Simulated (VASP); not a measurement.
# AlSn (P-6m2) in VASP: further runs

AlSn is run at these levels: BLYP, PBEsol+D3(BJ), PBEsol+D4; tasks: relaxation of cell and atoms.

Program: VASP 6.6.1. These are calculated values, not measurements. Logs are shortened: lines on timing, memory, paths and dates and some standing lists are left out, and cuts for length are marked.

## Step 1: The cell of the first run

It takes space group P-6m2 (No. 187, hexagonal). The conventional cell has a = 4.198 Å, b = 4.198 Å, c = 3.307 Å, α = 90.00°, β = 90.00°, γ = 120.00°. Within 3.9 Å of Sn (site symmetry -6m2) lie 6 Al at 2.93 Å and 2 Sn at 3.31 Å. Within 3.9 Å of Al (site symmetry -6m2) lie 6 Sn at 2.93 Å and 2 Al at 3.31 Å.

## Step 2: Relaxation of cell and atoms, BLYP

INCAR

```
SYSTEM = AlSn
PREC = Accurate
ENCUT = 600
EDIFF = 1E-7
ISMEAR = -1
SIGMA = 0.05
LREAL = .FALSE.
LASPH = .TRUE.
NELM = 100
ALGO = Normal
ISIF = 3
LWAVE = .FALSE.
LCHARG = .FALSE.
GGA = B5
ALDAX = 1.0
AGGAX = 1.0
AGGAC = 1.0
ALDAC = 0.0
IBRION = 2
NSW = 60
EDIFFG = -0.01
```

KPOINTS

```
regular mesh
0
G
  7 7 8
  0 0 0
```

POSCAR

```
AlSn
1.0
    4.1981056157      0.0000000000      0.0000000000
   -2.0990528078      3.6356661109      0.0000000000
    0.0000000000      0.0000000000      3.3068470000
Sn Al
1 1
Direct
    0.3333333333      0.6666666667      0.5000000000
    0.0000000000      0.0000000000      0.0000000000
```

Potentials or basis: VASP PAW PBE potentials, release 64 (Sn_d, Al).

Run with:

```console
$ cat potpaw_PBE.64/Sn_d/POTCAR potpaw_PBE.64/Al/POTCAR > POTCAR
$ mpirun -np 1 vasp_std > vasp.out
```

OUTCAR:

```text
SYSTEM = AlSn
   PREC = Accurate
   ENCUT = 600
   EDIFF = 1E-7
   ISMEAR = -1
   LREAL = .FALSE.
   LASPH = .TRUE.
   NELM = 100
   ISIF = 3
   GGA = B5
   IBRION = 2
   NSW = 60
   EDIFFG = -0.01

 ion  position               nearest neighbor table
   1  0.333  0.667  0.500-   2 2.93   2 2.93   2 2.93   2 2.93   2 2.93   2 2.93
   2  0.000  0.000  0.000-   1 2.93   1 2.93   1 2.93   1 2.93   1 2.93   1 2.93

  LATTYP: Found a hexagonal cell.
 ALAT       =     4.1981056157
 C/A-ratio  =     0.7876998110

  Lattice vectors:

 A1 = (   4.1981056157,   0.0000000000,   0.0000000000)
 A2 = (  -2.0990528078,   3.6356661109,   0.0000000000)
 A3 = (   0.0000000000,   0.0000000000,   3.3068470000)

Analysis of symmetry for initial positions (statically):
=====================================================================
 Subroutine PRICEL returns:
 Original cell was already a primitive cell.

 Routine SETGRP: Setting up the symmetry group for a
 hexagonal supercell.

 Subroutine GETGRP returns: Found 12 space group operations
 (whereof 12 operations were pure point group operations)
 out of a pool of 24 trial point group operations.

The static configuration has the point symmetry D_3h.

Analysis of symmetry for dynamics (positions and initial velocities):
=====================================================================
 Subroutine PRICEL returns:
 Original cell was already a primitive cell.

 Routine SETGRP: Setting up the symmetry group for a
 hexagonal supercell.

 Subroutine GETGRP returns: Found 12 space group operations
 (whereof 12 operations were pure point group operations)
 out of a pool of 24 trial point group operations.

The dynamic configuration has the point symmetry D_3h.

 Subroutine INISYM returns: Found 12 space group operations
 (whereof 12 operations are pure point group operations),
 and found     1 'primitive' translations

----------------------------------------------------------------------------------------

                                     Primitive cell

  volume of cell :      50.4721

  direct lattice vectors                    reciprocal lattice vectors
     4.198105616  0.000000000  0.000000000     0.238202678  0.137526380  0.000000000
    -2.099052808  3.635666111  0.000000000     0.000000000  0.275052760  0.000000000
     0.000000000  0.000000000  3.306847000     0.000000000  0.000000000  0.302402863

  length of vectors
     4.198105616  4.198105616  3.306847000     0.275052760  0.275052760  0.302402863

  position of ions in fractional coordinates (direct lattice)
     0.333333333  0.666666667  0.500000000
     0.000000000  0.000000000  0.000000000

  ion indices of the primitive-cell ions
   primitive index   ion index
                 1           1
                 2           2

----------------------------------------------------------------------------------------

 KPOINTS: regular mesh

Automatic generation of k-mesh.
 Grid dimensions read from file:
 generate k-points for:    7    7    8

 Generating k-lattice:

  Cartesian coordinates                     Fractional coordinates (reciprocal lattice)
     0.034028954  0.019646626  0.000000000     0.142857143  0.000000000  0.000000000
     0.000000000  0.039293251  0.000000000     0.000000000  0.142857143  0.000000000
     0.000000000  0.000000000  0.037800358     0.000000000  0.000000000  0.125000000

  Length of vectors
     0.039293251  0.039293251  0.037800358

  Shift w.r.t. Gamma in fractional coordinates (k-lattice)
     0.000000000  0.000000000  0.000000000

 Subroutine IBZKPT returns following result:
 ===========================================

 Found     40 irreducible k-points:

 Following reciprocal coordinates:
            Coordinates               Weight
  0.000000  0.000000  0.000000      1.000000
  0.142857  0.000000  0.000000      6.000000
  0.285714  0.000000  0.000000      6.000000
  0.428571  0.000000  0.000000      6.000000
  0.142857  0.142857  0.000000      6.000000
  0.285714  0.142857  0.000000     12.000000
[... 16 lines left out ...]
  0.428571  0.142857  0.250000     12.000000
  0.285714  0.285714  0.250000     12.000000
 [... further k-points ...]
   k-points           NKPTS =     40   k-points in BZ     NKDIM =     40   number of bands    NBANDS=     12
   number of dos      NEDOS =    301   number of ions     NIONS =      2
   total plane-waves  NPLWV =  36288
   dimension x,y,z NGX =    36 NGY =   36 NGZ =   28
   dimension x,y,z NGXF=    72 NGYF=   72 NGZF=   56
   ions per type =               1   1
   NGX,Y,Z   is equivalent  to a cutoff of  14.26, 14.26, 14.08 a.u.
   NGXF,Y,Z  is equivalent  to a cutoff of  28.51, 28.51, 28.15 a.u.
 SYSTEM =  AlSn
   PREC   = accura    normal or accurate (medium, high low for compatibility)
   ISTART =      0    job   : 0-new  1-cont  2-samecut
   ICHARG =      2    charge: 1-file 2-atom 10-const
   ISPIN  =      1    spin polarized calculation?
   LNONCOLLINEAR =      F non collinear calculations
   LSORBIT =      F    spin-orbit coupling
   LASPH  =      T    aspherical Exc in radial PAW
   ENCUT  =  600.0 eV  44.10 Ry    6.64 a.u.   8.38  8.38  6.60*2*pi/ulx,y,z
   NELM   =    100;   NELMIN=  2; NELMDL= -5     # of ELM steps
   EDIFF  = 0.1E-06   stopping-criterion for ELM
   LREAL  =      F    real-space projection
   EDIFFG = -.1E-01   stopping-criterion for IOM
   NSW    =     60    number of steps for IOM
   IBRION =      2    ionic relax: 0-MD 1-quasi-New 2-CG
   NFREE  =      1    steps in history (QN), initial steepest desc. (CG)
   ISIF   =      3    stress and relaxation
   ISYM   =      2    0-nonsym 1-usesym 2-fastsym
   POTIM  = 0.5000    time-step for ionic-motion
   TEBEG  =    0.0;   TEEND  =   0.0 temperature during run
   PSTRESS=    0.0 pullay stress
   NELECT =      17.0000    total number of electrons
   NUPDOWN=      -1.0000    fix difference up-down
   EMIN   =  10.00;   EMAX   =-10.00  energy-range for DOS
   EFERMI =   0.00;   METHOD = LEGACY
   ISMEAR =    -1;   SIGMA  =   0.05  broadening in eV -4-tet -1-fermi 0-gaus
   EFERMI_NEDOS =   21; number of points for ismear=-14 and -15
   IALGO  =     38    algorithm
   IMIX   =      4    mixing-type and parameters
     AMIX     =   0.40;   BMIX     =  1.00
     AMIX_MAG =   1.60;   BMIX_MAG =  1.00
  volume/ion in A,a.u.               =      25.24       170.30
  Fermi-wavevector in a.u.,A,eV,Ry     =   1.139044  2.152482 17.652500  1.297422
  Thomas-Fermi vector in A             =   2.275748
   LORBIT       =      0    0 simple, 1 ext, 2 COOP (PROOUT), +10 PAW based schemes
   GGA     = B5    functional components
   LHFCALC =     F    Hartree Fock is set to
   AEXX    =    0.0000 exact exchange contribution
   IVDW    =     0    specifies the selected vdW correction
   LEPSILON=     F    determine dielectric tensor
   LRPA    =     F    only Hartree local field effects (RPA)
 conjugate gradient relaxation of ions
 non-spin polarized calculation
  energy-cutoff  :      600.00
  volume of cell :       50.47
 maximum number of plane-waves:      1730
 NGX is ok and might be reduce to    36
   NGX = 17   NGY = 17   NGZ = 13

--------------------------------------- Ionic step        1  -------------------------------------------

 number of electron      17.0000000 magnetization

 Free energy of the ion-electron system (eV)
  ---------------------------------------------------
  ext. energy  EPLUGINS =         0.00000000
  ---------------------------------------------------
  free energy    TOTEN  =        -5.56229438 eV

  energy without entropy =       -5.55840853  energy(sigma->0) =       -5.56035146

------------------------ aborting loop because EDIFF is reached ----------------------------------------

  FORCE on cell =-STRESS in cart. coord.  units (eV):
  Direction    XX          YY          ZZ          XY          YZ          ZX
  --------------------------------------------------------------------------------------
  -------------------------------------------------------------------------------------
  Total        1.1175925      1.1175925      1.3134846      0.0000000     -0.0000000      0.0000000
  in kB       35.4766511     35.4766511     41.6950132      0.0000000     -0.0000000      0.0000000
  external PRESSURE =      37.5494385 kB  Pullay stress =       0.0000000 kB

 VOLUME and BASIS-vectors are now :
 -----------------------------------------------------------------------------
  energy-cutoff  :      600.00
  volume of cell :       50.47
      direct lattice vectors                 reciprocal lattice vectors
     4.198105616  0.000000000  0.000000000     0.238202678  0.137526380  0.000000000
    -2.099052808  3.635666111  0.000000000     0.000000000  0.275052760  0.000000000
     0.000000000  0.000000000  3.306847000     0.000000000  0.000000000  0.302402863
[... 109 lines left out ...]
 POSITION                                       TOTAL-FORCE (eV/Angst)
 -----------------------------------------------------------------------------------
     -0.00000      2.49404      1.69747         0.000000     -0.000000      0.000000
      0.00000      0.00000      0.00000        -0.000000      0.000000      0.000000
 -----------------------------------------------------------------------------------
    total drift:                                0.000000     -0.000000     -0.000000

  FREE ENERGIE OF THE ION-ELECTRON SYSTEM (eV)
  ---------------------------------------------------
  free  energy   TOTEN  =        -5.6104053065 eV

  energy  without entropy=       -5.6068694709  energy(sigma->0) =       -5.60863739

--------------------------------------- Ionic step        5  -------------------------------------------

 number of electron      16.9999998 magnetization

 Free energy of the ion-electron system (eV)
  ---------------------------------------------------
  ext. energy  EPLUGINS =         0.00000000
  ---------------------------------------------------
  free energy    TOTEN  =        -5.61053724 eV

  energy without entropy =       -5.60664710  energy(sigma->0) =       -5.60859217

 E-fermi :   5.9871     XC(G=0):  -8.6008

 val. band max:        5.9287555585   @ k =   0.2857   0.2857   0.2500
 cond. band min:       6.0216994049   @ k =   0.0000   0.0000   0.1250
 fundamental gap:      0.0929438464
 Fermi energy:         5.9870999643

 k-point     1 :       0.0000    0.0000    0.0000
  band No.  band energies     occupation
      1     -15.2234      2.00000
      2     -15.1345      2.00000
      3     -15.1345      2.00000
      4     -15.1263      2.00000
      5     -15.1263      2.00000
      6      -3.8778      2.00000
      7       5.8098      1.94389
      8       5.8098      1.94389
      9       6.0620      0.36517
     10       8.5108      0.00000
     11       9.1935      0.00000
     12       9.1935      0.00000

 k-point     2 :       0.1429    0.0000    0.0000
  band No.  band energies     occupation
      1     -15.2223      2.00000
      2     -15.1348      2.00000
      3     -15.1319      2.00000
      4     -15.1271      2.00000
      5     -15.1265      2.00000
      6      -3.6874      2.00000
      7       3.7840      2.00000
      8       5.4163      1.99998
      9       7.4362      0.00000
     10       8.7029      0.00000
     11       9.3420      0.00000
     12       9.9679      0.00000
[... 316 lines left out ...]
 k-point    24 :       0.2857    0.2857    0.2500
  band No.  band energies     occupation
      1     -15.1569      2.00000
      2     -15.1547      2.00000
      3     -15.1460      2.00000
      4     -15.1277      2.00000
      5     -15.1218      2.00000
      6      -1.2841      2.00000
      7       1.0090      2.00000
      8       3.6317      2.00000
      9       5.9288      1.52516
     10       7.4291      0.00000
     11      10.2142      0.00000
     12      11.3189      0.00000

 [... further k-points ...]

------------------------ aborting loop because EDIFF is reached ----------------------------------------

  FORCE on cell =-STRESS in cart. coord.  units (eV):
  Direction    XX          YY          ZZ          XY          YZ          ZX
  --------------------------------------------------------------------------------------
  -------------------------------------------------------------------------------------
  Total        0.0149358      0.0149358     -0.0026419      0.0000000      0.0000000      0.0000000
  in kB        0.4357731      0.4357731     -0.0770817      0.0000000      0.0000000      0.0000000
  external PRESSURE =       0.2648215 kB  Pullay stress =       0.0000000 kB

 VOLUME and BASIS-vectors are now :
 -----------------------------------------------------------------------------
  energy-cutoff  :      600.00
  volume of cell :       54.91
      direct lattice vectors                 reciprocal lattice vectors
     4.325890267  0.000000000  0.000000000     0.231166289  0.133463919 -0.000000000
    -2.162945133  3.746330865  0.000000000    -0.000000000  0.266927838 -0.000000000
     0.000000000  0.000000000  3.388414999     0.000000000 -0.000000000  0.295123236

 POSITION                                       TOTAL-FORCE (eV/Angst)
 -----------------------------------------------------------------------------------
     -0.00000      2.49755      1.69421        -0.000000     -0.000000      0.000000
      0.00000      0.00000      3.38841         0.000000      0.000000      0.000000
 -----------------------------------------------------------------------------------
    total drift:                                0.000000     -0.000000     -0.000000

  FREE ENERGIE OF THE ION-ELECTRON SYSTEM (eV)
  ---------------------------------------------------
  free  energy   TOTEN  =        -5.6105372448 eV

  energy  without entropy=       -5.6066470964  energy(sigma->0) =       -5.60859217

 reached required accuracy - stopping structural energy minimisation
```

Wall time 2 min (1 thread of Intel Xeon Platinum 8259CL at 2.50GHz (Skylake/Cascade Lake), shared host); peak memory 0.21 GiB.

Results:

- Free energy: -5.6105 eV
- Relaxed volume: 27.46 Å³/atom
- Relaxed cell: a = 4.326 Å, b = 4.326 Å, c = 3.388 Å, α = 90.00°, β = 90.00°, γ = 120.00°
- Space group after relaxing (to 0.05 Å): P-6m2 (No. 187)
- Energy gained by relaxing: 24.1 meV/atom
- Ionic steps: 5
- Pressure after relaxing: 0.0 GPa

Step by step:
```tsv
step	energy change (eV)	largest force (eV/Å)	pressure (GPa)	volume (Å³)
1	0.0000	0.0000	3.75	50.47
2	-0.0472	0.0000	-0.07	54.92
3	-0.0473	0.0000	0.03	54.77
4	-0.0481	0.0000	0.02	54.86
5	-0.0482	0.0000	0.03	54.91
```

Final structure:
```xyz
2
Lattice="4.3259 0.0000 0.0000 -2.1629 3.7463 0.0000 0.0000 0.0000 3.3884" Properties=species:S:1:pos:R:3 pbc="T T T"
Sn    0.0000    2.4976    1.6942
Al    0.0000    0.0000    3.3884
```

Levels at points of the mesh, in eV from the Fermi level:
| k point | band 5 | band 6 | band 7 | band 8 | band 9 | band 10 | band 11 | band 12 |
| --- | --- | --- | --- | --- | --- | --- | --- | --- |
| (0.00, 0.00, 0.00) | -21.11 | -9.86 | -0.18 | -0.18 | 0.07 | 2.52 | 3.21 | 3.21 |
| (0.00, 0.00, 0.50) | -21.07 | -7.12 | -5.74 | 2.48 | 2.48 | 3.34 | 3.41 | 3.41 |

Caveat: the PAW data sets were made with another functional, which shifts forces and pressure a little; spin-orbit coupling is left out, which moves the levels of the heavy elements.

## Step 3: Relaxation of cell and atoms, PBEsol+D3(BJ)

INCAR

```
  ALGO = Normal
  EDIFF = 1E-6
  EDIFFG = -0.01
  ENCUT = 600
  GGA = PS
  IBRION = 2
  ISIF = 3
  ISMEAR = -1
  IVDW = 12
  LASPH = T
  LCHARG = F
  LREAL = F
  LWAVE = F
  NELM = 60
  NSW = 60
  PREC = Accurate
  SIGMA = 0.05
```

KPOINTS

```
k-points
0
Gamma
  7 7 8
```

POSCAR is that of step 2.

Potentials or basis: VASP PAW PBE potentials, release 64 (Sn_d, Al).

Run with:

```console
$ cat potpaw_PBE.64/Sn_d/POTCAR potpaw_PBE.64/Al/POTCAR > POTCAR
$ mpirun -np 1 vasp_std > vasp.out
```

Run time: 2.7 min. Hardware: 1 thread of AMD EPYC 7R43 (Zen 3), shared host; peak memory 0.19 GiB.

Results (log left out):

* Free energy: -8.6208 eV
* Relaxed volume: 23.45 Å³/atom
* Relaxed cell: a = 4.080 Å, b = 4.080 Å, c = 3.253 Å, α = 90.00°, β = 90.00°, γ = 120.00°
* Space group after relaxing (to 0.05 Å): P-6m2 (No. 187)
* Energy gained by relaxing: 22.6 meV/atom
* Ionic steps: 9
* Pressure after relaxing: 0.0 GPa
* Dispersion energy per atom: -0.328 eV

Step by step:
| step | energy change (eV) | largest force (eV/Å) | pressure (GPa) | volume (Å³) |
| --- | --- | --- | --- | --- |
| 1 | 0.0000 | 0.0000 | -3.80 | 50.47 |
| 2 | -0.0413 | 0.0000 | 1.04 | 46.23 |
| 3 | -0.0437 | 0.0000 | 0.04 | 46.99 |
| 4 | -0.0437 | 0.0000 | -0.12 | 47.05 |
| 5 | -0.0450 | 0.0000 | -0.07 | 46.99 |
| 6 | -0.0452 | 0.0000 | -0.10 | 46.95 |
| 7 | -0.0452 | 0.0000 | -0.08 | 46.95 |
| 8 | -0.0452 | 0.0000 | 0.06 | 46.88 |
| 9 | -0.0452 | 0.0000 | -0.01 | 46.90 |

Final structure:
```
Sn Al
1.0
     4.07980    0.00000    0.00000
    -2.03990    3.53321    0.00000
     0.00000    0.00000    3.25327
Sn Al
1 1
Direct
  0.33333 0.66667 0.50000
  0.00000 0.00000 0.00000
```

Levels at points of the mesh, in eV from the Fermi level:
```
           k point  band 6  band 7  band 8  band 9  band 10  band 11
(0.00, 0.00, 0.00)  -10.95   -0.16   -0.16    1.25     2.53     3.24
(0.00, 0.00, 0.50)   -7.77   -6.59    2.92    2.92     3.81     3.81
```

Caveat: the PAW data sets were made with another functional, which shifts forces and pressure a little; spin-orbit coupling is left out, which moves the levels of the heavy elements; pairwise dispersion overbinds metals, which lowers pressure and volume.

(Part 1 of 2 ends here.)
